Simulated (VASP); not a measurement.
# BaTiO3 (R3m) in VASP: further runs

The runs below take BaTiO3 through single point, relaxation of cell and atoms, with PBE0, PBE.

Program: VASP 6.6.1. These are calculated values, not measurements. Logs are shortened: lines on timing, memory, paths and dates and some standing lists are left out, and cuts for length are marked.

### Step 1. The cell of the first run

The structure is trigonal, space group R3m (No. 160). Conventional cell: a = 5.655 Å, b = 5.655 Å, c = 6.955 Å, α = 90.00°, β = 90.00°, γ = 120.00°. Within 3.7 Å of Ba (site symmetry 3m) lie 12 O at 2.79 to 2.89 Å and 8 Ti at 3.37 to 3.59 Å. Ti (site symmetry 3m) has 6 O at 1.87 to 2.14 Å within 2.5 Å. O (site symmetry m) has 2 Ti at 1.87 to 2.14 Å within 2.5 Å.

### Step 2. Single point, PBE0

POSCAR

```
BaTiO3
1.0
    2.8273666084      1.6323808724      2.3183934932
   -2.8273666084      1.6323808724      2.3183934932
    0.0000000000     -3.2647617449      2.3183934932
Ba Ti O
1 1 3
Direct
    0.0000000000      0.0000000000      0.0000000000
    0.4845000000      0.4845000000      0.4845000000
    0.5086000000      0.0175000000      0.5086000000
    0.0175000000      0.5086000000      0.5086000000
    0.5086000000      0.5086000000      0.0175000000
```

INCAR.step1

```
SYSTEM = BaTiO3
PREC = Accurate
ENCUT = 520
EDIFF = 1E-5
ISMEAR = -1
SIGMA = 0.05
LREAL = .FALSE.
LASPH = .TRUE.
NELM = 60
ALGO = Normal
ISIF = 2
LWAVE = .TRUE.
LCHARG = .FALSE.
NBANDS = 28
GGA = PE
```

INCAR.step2

```
SYSTEM = BaTiO3
PREC = Accurate
ENCUT = 520
EDIFF = 1E-6
ISMEAR = -1
SIGMA = 0.05
LREAL = .FALSE.
LASPH = .TRUE.
NELM = 60
ALGO = Normal
ISIF = 2
LWAVE = .FALSE.
LCHARG = .FALSE.
GGA = PE
LHFCALC = .TRUE.
AEXX = 0.25
PRECFOCK = Fast
NBANDS = 28
ISTART = 1
```

KPOINTS

```
Automatic mesh
0
G
  4 4 4
  0 0 0
```

Potentials or basis: VASP PAW PBE potentials, release 64 (Ba_sv, Ti_sv, O).

The run is started by

```
cat potpaw_PBE.64/Ba_sv/POTCAR potpaw_PBE.64/Ti_sv/POTCAR potpaw_PBE.64/O/POTCAR > POTCAR
cp INCAR.step1 INCAR
mpirun -np 1 vasp_std > vasp.out
cp INCAR.step2 INCAR
mpirun -np 1 vasp_std > vasp.out
```

OUTCAR:

```text
SYSTEM = BaTiO3
   PREC = Accurate
   ENCUT = 520
   EDIFF = 1E-6
   ISMEAR = -1
   LREAL = .FALSE.
   LASPH = .TRUE.
   NELM = 60
   ISIF = 2
   GGA = PE
   LHFCALC = .TRUE.
   AEXX = 0.25
   PRECFOCK = Fast
   ISTART = 1

 ion  position               nearest neighbor table
   1  0.000  0.000  0.000-   5 2.79   4 2.79   3 2.79   4 2.83   3 2.83   4 2.83   3 2.83   5 2.83
                             5 2.83   5 2.89   4 2.89   3 2.89   2 3.37   2 3.43   2 3.43   2 3.43
   2  0.484  0.484  0.484-   3 1.87   4 1.87   5 1.87   3 2.14   4 2.14   5 2.14   1 3.37   1 3.43
                             1 3.43   1 3.43   1 3.50   1 3.50   1 3.50   1 3.59
   3  0.509  0.017  0.509-   2 1.87   2 2.14   1 2.79   1 2.83   1 2.83   1 2.89
   4  0.017  0.509  0.509-   2 1.87   2 2.14   1 2.79   1 2.83   1 2.83   1 2.89
   5  0.509  0.509  0.017-   2 1.87   2 2.14   1 2.79   1 2.83   1 2.83   1 2.89

  LATTYP: Found a trigonal (rhomboedric) cell.
 ALAT       =     4.0042000000
 COS(alpha) =     0.0028448828

  Lattice vectors:

 A1 = (   2.8273666084,   1.6323808724,   2.3183934932)
 A2 = (  -2.8273666084,   1.6323808724,   2.3183934932)
 A3 = (   0.0000000000,  -3.2647617449,   2.3183934932)

Analysis of symmetry for initial positions (statically):
=====================================================================
 Subroutine PRICEL returns:
 Original cell was already a primitive cell.

 Routine SETGRP: Setting up the symmetry group for a
 trigonal (rhombohedral) supercell.

 Subroutine GETGRP returns: Found  6 space group operations
 (whereof  6 operations were pure point group operations)
 out of a pool of 12 trial point group operations.

The static configuration has the point symmetry C_3v.

Analysis of symmetry for dynamics (positions and initial velocities):
=====================================================================
 Subroutine PRICEL returns:
 Original cell was already a primitive cell.

 Routine SETGRP: Setting up the symmetry group for a
 trigonal (rhombohedral) supercell.

 Subroutine GETGRP returns: Found  6 space group operations
 (whereof  6 operations were pure point group operations)
 out of a pool of 12 trial point group operations.

The dynamic configuration has the point symmetry C_3v.

 Subroutine INISYM returns: Found  6 space group operations
 (whereof  6 operations are pure point group operations),
 and found     1 'primitive' translations

----------------------------------------------------------------------------------------

                                     Primitive cell

  volume of cell :      64.2010

  direct lattice vectors                    reciprocal lattice vectors
     2.827366608  1.632380872  2.318393493     0.176843002  0.102100355  0.143777721
    -2.827366608  1.632380872  2.318393493    -0.176843002  0.102100355  0.143777721
     0.000000000 -3.264761745  2.318393493     0.000000000 -0.204200710  0.143777721

  length of vectors
     4.004200000  4.004200000  4.004200000     0.249739791  0.249739791  0.249739791

  position of ions in fractional coordinates (direct lattice)
     0.000000000  0.000000000  0.000000000
     0.484500000  0.484500000  0.484500000
     0.508600000  0.017500000  0.508600000
     0.017500000  0.508600000  0.508600000
     0.508600000  0.508600000  0.017500000

  ion indices of the primitive-cell ions
   primitive index   ion index
                 1           1
                 2           2
                 3           3
                 4           4
                 5           5

----------------------------------------------------------------------------------------

 KPOINTS: Automatic mesh

Automatic generation of k-mesh.
 Grid dimensions read from file:
 generate k-points for:    4    4    4

 Generating k-lattice:

  Cartesian coordinates                     Fractional coordinates (reciprocal lattice)
     0.044210751  0.025525089  0.035944430     0.250000000  0.000000000  0.000000000
    -0.044210751  0.025525089  0.035944430     0.000000000  0.250000000  0.000000000
     0.000000000 -0.051050178  0.035944430    -0.000000000 -0.000000000  0.250000000

  Length of vectors
     0.062434948  0.062434948  0.062434948

  Shift w.r.t. Gamma in fractional coordinates (k-lattice)
     0.000000000  0.000000000  0.000000000

 Subroutine IBZKPT returns following result:
 ===========================================

 Found     13 irreducible k-points:

 Following reciprocal coordinates:
            Coordinates               Weight
  0.000000  0.000000  0.000000      1.000000
  0.250000  0.000000  0.000000      6.000000
  0.500000  0.000000  0.000000      3.000000
  0.250000  0.250000  0.000000      6.000000
  0.500000  0.250000  0.000000     12.000000
 -0.250000  0.250000  0.000000      6.000000
  0.500000  0.500000  0.000000      3.000000
  0.250000  0.250000  0.250000      2.000000
  0.500000  0.250000  0.250000      6.000000
 -0.250000  0.250000  0.250000      6.000000
  0.500000  0.500000  0.250000      6.000000
 -0.250000  0.500000  0.250000      6.000000
  0.500000  0.500000  0.500000      1.000000
   k-points           NKPTS =     13   k-points in BZ     NKDIM =     64   number of bands    NBANDS=     28
   number of dos      NEDOS =    301   number of ions     NIONS =      5
   total plane-waves  NPLWV =  27000
   dimension x,y,z NGX =    30 NGY =   30 NGZ =   30
   dimension x,y,z NGXF=    60 NGYF=   60 NGZF=   60
   ions per type =               1   1   3
   NGX,Y,Z   is equivalent  to a cutoff of  12.46, 12.46, 12.46 a.u.
   NGXF,Y,Z  is equivalent  to a cutoff of  24.91, 24.91, 24.91 a.u.
 SYSTEM =  BaTiO3
   PREC   = accura    normal or accurate (medium, high low for compatibility)
   ISTART =      1    job   : 0-new  1-cont  2-samecut
   ICHARG =      0    charge: 1-file 2-atom 10-const
   ISPIN  =      1    spin polarized calculation?
   LNONCOLLINEAR =      F non collinear calculations
   LSORBIT =      F    spin-orbit coupling
   LASPH  =      T    aspherical Exc in radial PAW
   ENCUT  =  520.0 eV  38.22 Ry    6.18 a.u.   7.45  7.45  7.45*2*pi/ulx,y,z
   NELM   =     60;   NELMIN=  2; NELMDL=  0     # of ELM steps
   EDIFF  = 0.1E-05   stopping-criterion for ELM
   LREAL  =      F    real-space projection
   EDIFFG = 0.1E-04   stopping-criterion for IOM
   NSW    =      0    number of steps for IOM
   IBRION =     -1    ionic relax: 0-MD 1-quasi-New 2-CG
   NFREE  =      0    steps in history (QN), initial steepest desc. (CG)
   ISIF   =      2    stress and relaxation
   ISYM   =      3    0-nonsym 1-usesym 2-fastsym
   POTIM  = 0.5000    time-step for ionic-motion
   TEBEG  =    0.0;   TEEND  =   0.0 temperature during run
   PSTRESS=    0.0 pullay stress
   NELECT =      40.0000    total number of electrons
   NUPDOWN=      -1.0000    fix difference up-down
   EMIN   =  10.00;   EMAX   =-10.00  energy-range for DOS
   EFERMI =   0.00;   METHOD = LEGACY
   ISMEAR =    -1;   SIGMA  =   0.05  broadening in eV -4-tet -1-fermi 0-gaus
   EFERMI_NEDOS =   21; number of points for ismear=-14 and -15
   IALGO  =     38    algorithm
   IMIX   =      1    mixing-type and parameters
     AMIX     =   0.40;   BMIX     =  1.00
     AMIX_MAG =   1.60;   BMIX_MAG =  1.00
  volume/ion in A,a.u.               =      12.84        86.65
  Fermi-wavevector in a.u.,A,eV,Ry     =   1.398237  2.642285 26.600301  1.955067
  Thomas-Fermi vector in A             =   2.521415
   LORBIT       =      0    0 simple, 1 ext, 2 COOP (PROOUT), +10 PAW based schemes
   GGA     = PE    functional components
   LHFCALC =     T    Hartree Fock is set to
   PRECFOCK=fast      Normal, Fast or Accurate (Low or Medium for compatibility)
   ENCUT4O =  -1.0   cutoff for four orbital integrals eV
   NKREDX  =     1    reduce k-point grid by
   NKREDY  =     1    reduce k-point grid by
   NKREDZ  =     1    reduce k-point grid by
   AEXX    =    0.2500 exact exchange contribution
   HFSCREEN=    0.0000 screening length (either q_TF or 0.3 A-1)
   HFSCREENC=   0.0000 screening length for correlation (either q_TF or 0.3 A-1)
   ENCUTFOCK=  -1.0 apply spherical cutoff to Coloumb kernel
   IVDW    =     0    specifies the selected vdW correction
   LEPSILON=     F    determine dielectric tensor
   LRPA    =     F    only Hartree local field effects (RPA)
 non-spin polarized calculation
  energy-cutoff  :      520.00
  volume of cell :       64.20
 maximum number of plane-waves:      1751
 NGX is ok and might be reduce to    30
  NGX = 16; NGY = 16; NGZ = 16

 number of electron      39.9999999 magnetization

 Free energy of the ion-electron system (eV)
  ---------------------------------------------------
  ext. energy  EPLUGINS =         0.00000000
  ---------------------------------------------------
  free energy    TOTEN  =       -51.21883729 eV

  energy without entropy =      -51.21883729  energy(sigma->0) =      -51.21883729

 E-fermi :   3.4822     XC(G=0):  -8.8425

 val. band max:        2.3287037527   @ k =   0.5000   0.5000   0.5000
 cond. band min:       6.9300152043   @ k =   0.0000   0.0000   0.0000
 fundamental gap:      4.6013114516
 Fermi energy:         3.4821822198

 k-point     1 :       0.0000    0.0000    0.0000
  band No.  band energies     occupation
      1     -58.3529      2.00000
      2     -32.9414      2.00000
      3     -32.9414      2.00000
      4     -32.9351      2.00000
      5     -23.8121      2.00000
      6     -16.1347      2.00000
[... 20 lines left out ...]
     27       9.6948      0.00000
     28      12.0910      0.00000

 k-point     2 :       0.2500    0.0000    0.0000
  band No.  band energies     occupation
      1     -58.3524      2.00000
      2     -32.9664      2.00000
      3     -32.9398      2.00000
      4     -32.9354      2.00000
      5     -23.7417      2.00000
      6     -16.2063      2.00000
[... 20 lines left out ...]
     27      10.8736      0.00000
     28      13.2470      0.00000

 k-point     3 :       0.5000    0.0000    0.0000
  band No.  band energies     occupation
      1     -58.3520      2.00000
      2     -32.9932      2.00000
      3     -32.9382      2.00000
      4     -32.9339      2.00000
      5     -23.6691      2.00000
      6     -16.3647      2.00000
[... 275 lines left out ...]
      3     -32.9628      2.00000
      4     -32.9579      2.00000
      5     -23.5845      2.00000
      6     -15.8195      2.00000
[... 20 lines left out ...]
     27      13.0454      0.00000
     28      13.1852      0.00000

 k-point    13 :       0.5000    0.5000    0.5000
  band No.  band energies     occupation
      1     -58.3502      2.00000
      2     -32.9868      2.00000
      3     -32.9868      2.00000
      4     -32.9804      2.00000
      5     -23.5057      2.00000
      6     -15.2025      2.00000
[... 20 lines left out ...]
     27      13.0755      0.00000
     28      13.0755      0.00000

------------------------ aborting loop because EDIFF is reached ----------------------------------------

  FORCE on cell =-STRESS in cart. coord.  units (eV):
  Direction    XX          YY          ZZ          XY          YZ          ZX
  --------------------------------------------------------------------------------------
  -------------------------------------------------------------------------------------
  Total        0.4887367      0.4887367      0.5570120      0.0000000     -0.0000000      0.0000000
  in kB       12.1967318     12.1967318     13.9005866      0.0000000     -0.0000000      0.0000000
  external PRESSURE =      12.7646834 kB  Pullay stress =       0.0000000 kB

 VOLUME and BASIS-vectors are now :
 -----------------------------------------------------------------------------
  energy-cutoff  :      520.00
  volume of cell :       64.20
      direct lattice vectors                 reciprocal lattice vectors
     2.827366608  1.632380872  2.318393493     0.176843002  0.102100355  0.143777721
    -2.827366608  1.632380872  2.318393493    -0.176843002  0.102100355  0.143777721
     0.000000000 -3.264761745  2.318393493     0.000000000 -0.204200710  0.143777721

 POSITION                                       TOTAL-FORCE (eV/Angst)
 -----------------------------------------------------------------------------------
      0.00000      0.00000      0.00000        -0.000000      0.000000     -0.126378
      0.00000     -0.00000      3.36978        -0.000000      0.000000     -0.098404
      1.38852     -0.80166      2.39884        -0.065565      0.037854      0.074927
     -1.38852     -0.80166      2.39884         0.065565      0.037854      0.074927
      0.00000      1.60332      2.39884        -0.000000     -0.075707      0.074927
 -----------------------------------------------------------------------------------
    total drift:                                0.000002     -0.000004     -0.013501

  FREE ENERGIE OF THE ION-ELECTRON SYSTEM (eV)
  ---------------------------------------------------
  free  energy   TOTEN  =       -51.2188372875 eV

  energy  without entropy=      -51.2188372875  energy(sigma->0) =      -51.21883729
```

It took 26 min on 1 thread of AMD EPYC 7R13 (Zen 3), shared host; peak memory 0.16 GiB.

Results:

```
Free energy            : -51.2188 eV
Pressure               : 1.3 GPa
Largest force          : 0.126 eV/Å
Band gap on the k mesh : 4.60 eV, indirect (least direct gap 4.99 eV)
```

Forces in eV/Å, atoms in the order of the input:
```
Ba   0.000  0.000 -0.126
Ti   0.000  0.000 -0.098
O   -0.066  0.038  0.075
O    0.066  0.038  0.075
O    0.000 -0.076  0.075
```

Caveat: the PAW data sets were made with another functional, which shifts forces and pressure a little; spin-orbit coupling is left out, which moves the levels of the heavy elements. A k mesh can miss the band edges.

(Continued in part 2 of 3.)
